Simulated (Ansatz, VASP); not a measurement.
**InP: VASP beside Ansatz**

The input POSCAR:

```
InP
1.0
    0.0000000000      2.9535689145      3.0421759819
    2.9535689145      0.0000000000      3.0421759819
    2.9535689145      2.9535689145      0.0000000000
In P
1 1
Direct
    0.0000000000      0.0000000000      0.0000000000
    0.7500000000      0.7500000000      0.7500000000
```

INCAR.step1

```
SYSTEM = InP
PREC = Accurate ; ENCUT = 520
ISMEAR = 0 ; SIGMA = 0.05
LREAL = .FALSE. ; LASPH = .TRUE.
NELM = 100 ; NBANDS = 16
GGA = PE ; ALGO = Normal
EDIFF = 1E-4 ; LWAVE = .TRUE.
LCHARG = .FALSE.
```

The input INCAR.step2:

```
SYSTEM = InP
PREC = Accurate ; ENCUT = 520
EDIFF = 1E-6 ; ISMEAR = 0
SIGMA = 0.05 ; LREAL = .FALSE.
LASPH = .TRUE. ; NELM = 100
ALGO = Normal ; ISIF = 2
LWAVE = .FALSE. ; LCHARG = .FALSE.
METAGGA = R2SCAN ; LMIXTAU = .TRUE.
NBANDS = 16 ; ISTART = 1
```

KPOINTS

```
Automatic mesh
0
G
  8 8 8
  0 0 0
```

Input for Ansatz:

```yaml
crystal:
  lattice:
    - [0.0, 2.9535689145, 3.0421759819]
    - [2.9535689145, 0.0, 3.0421759819]
    - [2.9535689145, 2.9535689145, 0.0]
  atoms:
    - { symbol: In, position: [0.0, 0.0, 0.0] }
    - { symbol: P, position: [0.75, 0.75, 0.75] }
basis:
  ecutwfc: 500
kpoints:
  mp_grid: { grid: [8, 8, 8] }
hamiltonian:
  xc: r2scan
scf:
  occupations: { method: gaussian, width: 0.05 }
output:
  forces: true
  stress: true
  eigenvalues: true
```

Change from the starting cell: strain +0.000 along x and y, +0.030 along z, atoms carried along.

Alike in both runs: task single point; functional r2SCAN; k mesh 8 × 8 × 8; occupations gaussian, width 0.05 eV; no spin polarisation.

|  | VASP | Ansatz |
| --- | --- | --- |
| version | VASP 6.6.1 | Ansatz 0.2.0 |
| potentials or method | VASP PAW PBE potentials, release 64 (In_d, P), cutoff 520 eV | scalar-relativistic, plane waves, PAW |
| valence electrons in the cell | 18 | 18 |

VASP gave:

```
gap on the k mesh at the Fermi level (eV)                     : 0.80
least direct gap on the mesh (eV)                             : 0.80
pressure (GPa)                                                : -2.0
traceless stress, the component that is largest in VASP (GPa) : -0.95
```

Problem. Which values does Ansatz return?

Solution. gap on the k mesh at the Fermi level (eV): 0.80; least direct gap on the mesh (eV): 0.80; pressure (GPa): -1.9; traceless stress, the component that is largest in VASP (GPa): -0.94.

VASP's potentials were made for PBE, not for r2SCAN.
